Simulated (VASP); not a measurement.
Write the native input for VASP 6.6.1 that does the following.

| Quantity | Value |
| --- | --- |
| Task | single point |
| Functional | LDA |
| Potentials or basis | VASP PAW LDA potentials, release 64 (Al, N) |
| Cutoff | 520 eV |
| k mesh | 8 × 8 × 8 |
| Occupations | gaussian, width 0.05 eV |
| Spin | no spin polarisation |
| Dipole correction | no |
| Further INCAR settings | ALGO = Normal; EDIFF = 1e-06; NBANDS = 26 |

The structure of AlN lies in POSCAR:

```
AlN
1.0
   -3.0886152975      0.0000000000      0.0000000000
    0.0000000000      5.3496386204      0.0000000000
    1.5443076488     -2.6748193102     -4.9435842666
Al N
4 4
Direct
    0.9992394914      0.3325728247      0.9984789828
    0.4992394914      0.8325728247      0.9984789828
    0.2492394914      0.9159061581      0.4984789828
    0.7492394914      0.4159061581      0.4984789828
    0.8082605086      0.1415938419      0.6165210172
    0.3082605086      0.6415938419      0.6165210172
    0.0582605086      0.7249271753      0.1165210172
    0.5582605086      0.2249271753      0.1165210172
```

One way to write it, as run:

INCAR

```
PREC = Accurate ; ENCUT = 520
EDIFF = 1E-6 ; ISMEAR = 0
SIGMA = 0.05 ; LREAL = False
LASPH = True ; NELM = 80
ALGO = Normal ; ISIF = 2
LWAVE = False ; LCHARG = True
GGA = CA ; LELF = True
LVHAR = True ; NBANDS = 26
```

KPOINTS

```
Automatic mesh
0
Gamma
  8 8 8
```

Potentials or basis: VASP PAW LDA potentials, release 64 (Al, N).

Run with:

```console
$ cat potpaw_LDA.64/Al/POTCAR potpaw_LDA.64/N/POTCAR > POTCAR
$ mpirun -np 1 vasp_std > vasp.out
```

Results of the run:

```yaml
Pressure: 0.6 GPa
Band_gap_on_the_k_mesh: 4.42 eV
```

Run time: 2 min on 1 thread of Intel Xeon 6975P-C, with other jobs on the host, peak memory 0.27 GiB.
